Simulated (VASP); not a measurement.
# Te (Imma) in VASP: notebook, part 2 of 2

VASP 6.6.1. The steps go on from the part before.

### Step 3. Single point, PBEsol

File INCAR:

```
SYSTEM = Te
PREC     = Accurate       ! precision mode
ENCUT    = 520            ! plane-wave cutoff, eV
EDIFF    = 1E-6           ! SCF threshold, eV
ISMEAR   = 0              ! smearing method
SIGMA    = 0.1            ! smearing width, eV
LREAL    = .FALSE.        ! projectors in reciprocal space
LASPH    = .TRUE.         ! aspherical terms in the spheres
NELM     = 60             ! most SCF steps
ALGO     = Normal         ! electronic algorithm
ISIF     = 2              ! what is computed and relaxed
LWAVE    = .FALSE.        ! write WAVECAR
LCHARG   = .FALSE.        ! write CHGCAR
GGA      = PS             ! functional
NBANDS   = 13             ! bands
```

File KPOINTS:

```
regular mesh
0
G
  10 10 10
  0 0 0
```

File POSCAR:

```
Te
1.0
   -2.9577914650      3.8759656650      1.5351528900
    2.9577914650     -3.8759656650      1.5351528900
    2.9577914650      3.8759656650     -1.5351528900
Te
2
Direct
    0.0009290200      0.7509290200      0.2500000000
   -0.0009290200      0.2490709800      0.7500000000
```

Potentials or basis: VASP PAW PBE potentials, release 64 (Te).

Command:

```sh
$ cat potpaw_PBE.64/Te/POTCAR > POTCAR
$ mpirun -np 1 vasp_std > vasp.out
```

OUTCAR:

```text
SYSTEM = Te
   PREC = Accurate
   ENCUT = 520
   EDIFF = 1E-6
   ISMEAR = 0
   LREAL = .FALSE.
   LASPH = .TRUE.
   NELM = 60
   ISIF = 2
   GGA = PS

 ion  position               nearest neighbor table
   1  0.001  0.751  0.250-   2 2.96   2 2.96
   2  0.999  0.249  0.750-   1 2.96   1 2.96

  LATTYP: Found a body centered orthorhombic cell.
 ALAT       =     3.0703057800
 B/A-ratio  =     1.9267080721
 C/A-ratio  =     2.5248075877

  Lattice vectors:

 A1 = (   2.9577914650,  -3.8759656650,   1.5351528900)
 A2 = (  -2.9577914650,  -3.8759656650,  -1.5351528900)
 A3 = (   2.9577914650,   3.8759656650,  -1.5351528900)

Analysis of symmetry for initial positions (statically):
=====================================================================
 Subroutine PRICEL returns:
 Original cell was already a primitive cell.

 Routine SETGRP: Setting up the symmetry group for a
 body centered orthorhombic supercell.

 Subroutine GETGRP returns: Found  8 space group operations
 (whereof  4 operations were pure point group operations)
 out of a pool of  8 trial point group operations.

The static configuration has the point symmetry C_2h.
 The point group associated with its full space group is D_2h.

Analysis of symmetry for dynamics (positions and initial velocities):
=====================================================================
 Subroutine PRICEL returns:
 Original cell was already a primitive cell.

 Routine SETGRP: Setting up the symmetry group for a
 body centered orthorhombic supercell.

 Subroutine GETGRP returns: Found  8 space group operations
 (whereof  4 operations were pure point group operations)
 out of a pool of  8 trial point group operations.

The dynamic configuration has the point symmetry C_2h.
 The point group associated with its full space group is D_2h.

 Subroutine INISYM returns: Found  8 space group operations
 (whereof  4 operations are pure point group operations),
 and found     1 'primitive' translations
[... 118 lines left out ...]
  Thomas-Fermi vector in A             =   2.031554
   LORBIT       =      0    0 simple, 1 ext, 2 COOP (PROOUT), +10 PAW based schemes
   GGA     = PS    functional components
   LHFCALC =     F    Hartree Fock is set to
   AEXX    =    0.0000 exact exchange contribution
   IVDW    =     0    specifies the selected vdW correction
   LEPSILON=     F    determine dielectric tensor
   LRPA    =     F    only Hartree local field effects (RPA)
 non-spin polarized calculation
 Gauss-broadening in eV      SIGMA  =   0.10
  energy-cutoff  :      520.00
  volume of cell :       70.40
 maximum number of plane-waves:      1923
 NGX is ok and might be reduce to    40
   NGX = 19   NGY = 19   NGZ = 19

 number of electron      11.9999999 magnetization

 Free energy of the ion-electron system (eV)
  ---------------------------------------------------
  ext. energy  EPLUGINS =         0.00000000
  ---------------------------------------------------
  free energy    TOTEN  =        -6.72899507 eV

  energy without entropy =       -6.72281782  energy(sigma->0) =       -6.72590644

 E-fermi :   5.0508     XC(G=0):  -9.0428

 val. band max:        5.0305031194   @ k =   0.4000  -0.3000   0.3000
 cond. band min:       5.0537202986   @ k =  -0.2000  -0.2000   0.2000
 fundamental gap:      0.0232171792
 Fermi energy:         5.0508152972

 k-point     1 :       0.0000    0.0000    0.0000
  band No.  band energies     occupation
      1      -8.2568      2.00000
      2      -5.1587      2.00000
      3      -0.4757      2.00000
      4       2.9677      2.00000
      5       3.4725      2.00000
      6       7.8891      0.00000
      7       8.0272      0.00000
      8       8.6268      0.00000
      9       8.8708      0.00000
     10       9.6434      0.00000
     11      12.7677      0.00000
     12      14.4074      0.00000
     13      15.6286      0.00000
[... 354 lines left out ...]
  band No.  band energies     occupation
      1      -7.8797      2.00000
      2      -5.5791      2.00000
      3       0.3858      2.00000
      4       2.8703      2.00000
      5       3.1525      2.00000
      6       6.5572      0.00000
      7       7.2315      0.00000
      8       8.1262      0.00000
      9       9.3692      0.00000
     10      10.5320      0.00000
     11      14.5822      0.00000
     12      14.8034      0.00000
     13      15.6194      0.00000

 [... further k-points ...]
[... 5 lines left out ...]
  --------------------------------------------------------------------------------------
  -------------------------------------------------------------------------------------
  Total       -0.3442254     -0.5976262     -1.1109208      0.0000000     -0.0000000      0.0000000
  in kB       -7.8341957    -13.6013217    -25.2833484      0.0000000     -0.0000000      0.0000000
  external PRESSURE =     -15.5729553 kB  Pullay stress =       0.0000000 kB

 VOLUME and BASIS-vectors are now :
 -----------------------------------------------------------------------------
  energy-cutoff  :      520.00
  volume of cell :       70.40
      direct lattice vectors                 reciprocal lattice vectors
    -2.957791465  3.875965665  1.535152890     0.000000000  0.129000111  0.325700458
     2.957791465 -3.875965665  1.535152890     0.169045048  0.000000000  0.325700458
     2.957791465  3.875965665 -1.535152890     0.169045048  0.129000111  0.000000000

 POSITION                                       TOTAL-FORCE (eV/Angst)
 -----------------------------------------------------------------------------------
      2.95779     -1.93798      0.77043         0.000000     -0.000000     -0.002306
      0.00000      5.81395      0.76472        -0.000000      0.000000      0.002306
 -----------------------------------------------------------------------------------
    total drift:                               -0.000000      0.000000     -0.000000

  FREE ENERGIE OF THE ION-ELECTRON SYSTEM (eV)
  ---------------------------------------------------
  free  energy   TOTEN  =        -6.7289950729 eV

  energy  without entropy=       -6.7228178166  energy(sigma->0) =       -6.72590644
```

OSZICAR:

```text
N       E                     dE             d eps       ncg     rms          rms(c)
DAV:   1     0.459204978592E+02    0.45920E+02   -0.44892E+03  4446   0.735E+02
DAV:   2    -0.384785220218E+01   -0.49768E+02   -0.47049E+02  6059   0.112E+02
DAV:   3    -0.670094295486E+01   -0.28531E+01   -0.28290E+01  5603   0.298E+01
DAV:   4    -0.674730398485E+01   -0.46361E-01   -0.46330E-01  5702   0.452E+00
DAV:   5    -0.674827703802E+01   -0.97305E-03   -0.97304E-03  5752   0.627E-01    0.919E+00
DAV:   6    -0.673361174173E+01    0.14665E-01   -0.11619E-02  5226   0.517E-01    0.582E+00
DAV:   7    -0.672956053490E+01    0.40512E-02   -0.23607E-02  5181   0.716E-01    0.236E-01
DAV:   8    -0.672899415176E+01    0.56638E-03   -0.21369E-03  4991   0.239E-01    0.799E-02
DAV:   9    -0.672899811176E+01   -0.39600E-05   -0.39014E-05  5776   0.403E-02    0.318E-02
DAV:  10    -0.672899559695E+01    0.25148E-05   -0.72770E-06  5076   0.141E-02    0.193E-02
DAV:  11    -0.672899507285E+01    0.52410E-06   -0.38196E-07  3308   0.337E-03
   1 F= -.67289951E+01 E0= -.67259064E+01  d E =-.617726E-02
```

It took 1.8 min on 1 thread of Intel Xeon Platinum 8375C at 2.90GHz (Ice Lake), shared host; peak memory 0.31 GiB.

Results:

| Item | Value |
| --- | --- |
| Free energy | -6.7290 eV |
| Pressure | -1.6 GPa |
| Band gap on the k mesh | zero (band 6 reaches 7.92 eV, above the bottom of band 7 at 4.19 eV) |

Forces in eV/Å, atoms in the order of the input:
```
Te   0.000  0.000 -0.002
Te   0.000  0.000  0.002
```

Stress tensor (GPa, compression positive):
```
-0.78  0.00  0.00
 0.00 -1.36  0.00
 0.00  0.00 -2.53
```

Levels at points of the mesh, in eV from the Fermi level:
```csv
k point,band 4,band 5,band 6,band 7,band 8,band 9
"(0.00, 0.00, 0.00)",-2.08,-1.58,2.84,2.98,3.58,3.82
"(0.50, 0.00, 0.00)",-4.01,-3.47,-1.22,1.01,3.05,3.94
"(0.00, 0.50, 0.00)",-4.70,-0.59,-0.57,0.12,0.12,6.16
"(0.50, 0.50, 0.00)",-2.45,-1.80,-1.80,3.53,3.53,7.15
"(0.50, 0.50, 0.50)",-4.58,0.58,2.48,3.91,4.91,7.32
```

Caveat: the PAW data sets were made with another functional, which shifts forces and pressure a little; spin-orbit coupling is left out, which moves the levels of the heavy elements.

### Step 4. Single point, PBE

File INCAR:

```
SYSTEM = Te
ALGO = Normal
EDIFF = 1E-7
ENCUT = 520
GGA = PE
ISIF = 2
ISMEAR = -1
LASPH = .TRUE.
LCHARG = .FALSE.
LREAL = .FALSE.
LWAVE = .FALSE.
NBANDS = 13
NELM = 100
PREC = Accurate
SIGMA = 0.05
```

File KPOINTS:

```
k-points
0
G
  10 10 10
  0 0 0
```

File POSCAR:

```
Te
1.0
   -2.9577914636      3.8759656627      1.5351528885
    2.9577914636     -3.8759656627      1.5351528885
    2.9577914636      3.8759656627     -1.5351528885
Te
2
Direct
    0.0009290200      0.7509290200      0.2500000000
    0.9990709800      0.2490709800      0.7500000000
```

Command:

```sh
$ cat potpaw_PBE.64/Te/POTCAR > POTCAR
$ mpirun -np 1 vasp_std > vasp.out
```

It took 1.8 min on 1 thread of Intel Xeon Platinum 8488C (Sapphire Rapids), shared host; peak memory 0.31 GiB.

The run converged. Its results:

```
Free energy            : -5.9877 eV
Pressure               : 0.6 GPa
Band gap on the k mesh : zero (band 6 reaches 8.06 eV, above the bottom of band 7 at 4.32 eV)
```

Forces on the atoms (eV/Å):
```
Te   0.000  0.000 -0.002
Te   0.000  0.000  0.002
```

Stress tensor (GPa, compression positive):
```
 1.81  0.00  0.00
 0.00  0.18  0.00
 0.00  0.00 -0.10
```

Levels at points of the mesh, in eV from the Fermi level:
```csv
k point,band 2,band 3,band 4,band 5,band 6,band 7,band 8,band 9,band 10,band 11
"(0.00, 0.00, 0.00)",-10.20,-5.51,-2.08,-1.59,2.84,3.08,3.59,3.94,4.60,7.69
"(0.50, 0.00, 0.00)",-8.05,-5.60,-4.01,-3.47,-1.23,0.99,3.13,4.03,5.47,7.17
"(0.00, 0.50, 0.00)",-9.93,-4.69,-4.69,-0.59,-0.57,0.13,0.13,6.22,6.24,6.36
"(0.50, 0.50, 0.00)",-12.13,-2.43,-2.43,-1.78,-1.78,3.54,3.54,7.25,7.25,8.58
"(0.50, 0.50, 0.50)",-10.61,-5.93,-4.55,0.56,2.49,3.92,4.92,7.31,7.44,7.44
```

Caveat: spin-orbit coupling is left out, which moves the levels of the heavy elements.

### Step 5. Overview

| level | smearing | gap on the mesh (eV) | pressure (GPa) |
| --- | --- | --- | --- |
| PBE | gaussian 0.02 eV | none | 0.6 |
| PBEsol | gaussian 0.1 eV | none | -1.6 |
| PBE | fermi-dirac 0.05 eV | none | 0.6 |

Alike in all rows: task single point; potentials or basis VASP PAW PBE potentials, release 64 (Te); no spin polarisation; cell as given; k mesh 10 × 10 × 10; cutoff (eV) 520.

Every run on the cell as given and a fine mesh finds a metal. The pressure there spans -1.6 GPa (PBEsol) to 0.6 GPa (PBE); a positive pressure means that this level wants a larger cell, a negative one a smaller.

Caveats: spin-orbit coupling is left out, which moves the levels of the heavy elements; the PAW data sets were made with another functional, which shifts forces and pressure a little (some runs).

Absolute energies hang on the potentials; compare differences alone.
